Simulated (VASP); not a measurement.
A run of VASP 6.6.1 is set up as follows.

File POSCAR:

```
Ag
1.0
    2.8920660600      0.0000000000      0.0000000000
   -1.4460330300      2.5046001500      0.0000000000
    0.0000000000      0.0000000000     10.0203245100
Ag
4
Direct
    0.3333000000      0.6667000000      0.2500000000
    0.6666000000      0.3333000000      0.7500000000
    0.0000000000      0.0000000000      0.0000000000
    0.0000000000      0.0000000000      0.5000000000
```

INCAR.step1

```
PREC = Accurate ; ENCUT = 520
ISMEAR = 0 ; SIGMA = 0.035
LREAL = F ; LASPH = T
NELM = 100 ; NBANDS = 30
GGA = PE ; ALGO = Normal
EDIFF = 1E-4 ; LWAVE = T
LCHARG = F
```

File INCAR.step2:

```
PREC = Accurate ; ENCUT = 520
EDIFF = 1E-6 ; ISMEAR = 0
SIGMA = 0.035 ; LREAL = F
LASPH = T ; NELM = 100
ALGO = Normal ; ISIF = 2
LWAVE = F ; LCHARG = T
METAGGA = R2SCAN ; LMIXTAU = T
LELF = T ; LVHAR = T
NBANDS = 30 ; ISTART = 1
```

Contents of KPOINTS:

```
regular mesh
0
Gamma
  7 7 2
```

Potentials or basis: VASP PAW PBE potentials, release 64 (Ag).

The run is started by

```sh
$ cat potpaw_PBE.64/Ag/POTCAR > POTCAR
$ cp INCAR.step1 INCAR
$ mpirun -np 1 vasp_std > vasp.out
$ cp INCAR.step2 INCAR
$ mpirun -np 1 vasp_std > vasp.out
```

Predict the band gap on the k mesh.

zero (band 22 reaches 10.25 eV, above the bottom of band 23 at 4.26 eV).

What does it give for the pressure?

-3.8 GPa.

Stress tensor (GPa, compression positive):
```
-2.05  0.00  0.00
 0.00 -2.05  0.00
 0.00  0.00 -7.33
```

Caveat: the PAW data sets were made with another functional, which shifts forces and pressure a little.
